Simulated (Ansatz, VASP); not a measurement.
# One calculation of Al, two programs

The input INCAR:

```
ALGO     = Fast           # electronic algorithm
EDIFF    = 1E-6           # SCF threshold, eV
ENCUT    = 520            # plane-wave cutoff, eV
GGA      = CA             # functional
ISIF     = 2              # what is computed and relaxed
ISMEAR   = 0              # smearing method
LASPH    = True           # aspherical terms in the spheres
LCHARG   = False          # write CHGCAR
LREAL    = False          # projectors in reciprocal space
LWAVE    = False          # write WAVECAR
NBANDS   = 8              # bands
NELM     = 100            # most SCF steps
PREC     = Accurate       # precision mode
SIGMA    = 0.15           # smearing width, eV
```

The input KPOINTS:

```
k-points
0
Gamma
  22 22 22
```

POSCAR

```
Al
1.0
   -1.5182020328      1.5182020328      1.8997262036
    1.5182020328     -1.5182020328      1.8997262036
    1.5182020328      1.5182020328     -1.8997262036
Al
1
Direct
    0.0000000000      0.0000000000      0.0000000000
```

Input for Ansatz:

```yaml
crystal:
  lattice:
    - [-1.5182020328, 1.5182020328, 1.8997262036]
    - [1.5182020328, -1.5182020328, 1.8997262036]
    - [1.5182020328, 1.5182020328, -1.8997262036]
  atoms:
    - { symbol: Al, position: [0.0, 0.0, 0.0] }
basis:
  ecutwfc: 420
kpoints:
  mp_grid: { grid: [22, 22, 22] }
hamiltonian:
  xc: lda
scf:
  occupations: { method: gaussian, width: 0.15 }
output:
  forces: true
  stress: true
  eigenvalues: true
```

Alike in both runs: task single point; functional LDA; k mesh 22 × 22 × 22; occupations gaussian, width 0.15 eV; no spin polarisation.

|  | VASP | Ansatz |
| --- | --- | --- |
| version | VASP 6.6.1 | Ansatz 0.2.0 |
| potentials or method | VASP PAW LDA potentials, release 64 (Al), cutoff 520 eV | scalar-relativistic, plane waves, PAW |
| valence electrons in the cell | 3 | 3 |

Ansatz gave:

- gap on the k mesh at the Fermi level (eV): none
- pressure (GPa): -6.1
- traceless stress, the component that is largest in VASP (GPa): 2.82

**Question.** Estimate VASP's values.

**Answer.** gap on the k mesh at the Fermi level (eV): none; pressure (GPa): -6.1; traceless stress, the component that is largest in VASP (GPa): 2.84.

LDA's correlation is that of Perdew and Zunger in VASP and of Perdew and Wang (1992) in Ansatz. A gap of «none» marks a metal or a gap that the smearing closes.
